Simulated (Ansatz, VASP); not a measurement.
# Two plane-wave programs on AlO

Contents of INCAR:

```
SYSTEM = AlO
PREC = Accurate
ENCUT = 520
EDIFF = 1E-6
ISMEAR = 0
SIGMA = 0.1
LREAL = .FALSE.
LASPH = .TRUE.
NELM = 150
ALGO = Normal
ISIF = 2
LWAVE = .FALSE.
LCHARG = .FALSE.
ISPIN = 2
MAGMOM = 0 0 1 1
LORBIT = 11
GGA = PE
NBANDS = 21
```

File KPOINTS:

```
regular mesh
0
G
  6 6 4
  0 0 0
```

POSCAR

```
AlO
1.0
    3.3393434830      0.0000000000      0.0000000000
    0.0000000000      3.3393434830      0.0000000000
    0.0000000000      0.0000000000      4.2195508684
Al O
2 2
Direct
    0.0000000000      0.5000000000      0.2351000000
    0.5000000000      0.0000000000      0.7649000000
    0.0000000000      0.0000000000      0.0000000000
    0.5000000000      0.5000000000      0.0000000000
```

Input for Ansatz:

```yaml
crystal:
  lattice:
    - [3.339343483, 0.0, 0.0]
    - [0.0, 3.339343483, 0.0]
    - [0.0, 0.0, 4.2195508684]
  atoms:
    - { symbol: Al, position: [0.0, 0.5, 0.2351] }
    - { symbol: Al, position: [0.5, 0.0, 0.7649] }
    - { symbol: O, position: [0.0, 0.0, 0.0], spin: 1.0 }
    - { symbol: O, position: [0.5, 0.5, 0.0], spin: 1.0 }
basis:
  ecutwfc: 420
kpoints:
  mp_grid: { grid: [6, 6, 4] }
hamiltonian:
  xc: pbe
scf:
  occupations: { method: gaussian, width: 0.1 }
  lower_state_search: "off"
output:
  forces: true
  stress: true
  eigenvalues: true
  populations: true
magnetization:
  spin_polarized: true
```

Alike in both runs: task single point; functional PBE; k mesh 6 × 6 × 4; occupations gaussian, width 0.1 eV; collinear spin.

```csv
,VASP,Ansatz
version,VASP 6.6.1,Ansatz 0.2.0
potentials or method,"VASP PAW PBE potentials, release 64 (Al, O), cutoff 520 eV","scalar-relativistic, plane waves, PAW"
valence electrons in the cell,18,18
```

VASP gave:

| Item | Value |
| --- | --- |
| gap on the k mesh at the Fermi level (eV) | none |
| pressure (GPa) | 2.4 |
| traceless stress, the component that is largest in VASP (GPa) | -10.04 |
| rms of the force components (eV/Å) | 1.153 |
| net moment per atom (μB) | 0.00 |

Problem. Estimate Ansatz's values.

Solution. gap on the k mesh at the Fermi level (eV): none; pressure (GPa): 2.4; traceless stress, the component that is largest in VASP (GPa): -9.83; rms of the force components (eV/Å): 1.153; net moment per atom (μB): 0.00.

Atom by atom the forces differ by 0.001 eV/Å (rms over components). A gap of «none» marks a metal or a gap that the smearing closes. The functional is the same, so the differences come from potentials, cutoffs and numerics. Ansatz's warnings: seeded moment not kept.

The k mesh is coarse, so the values compare programs but aren't converged.
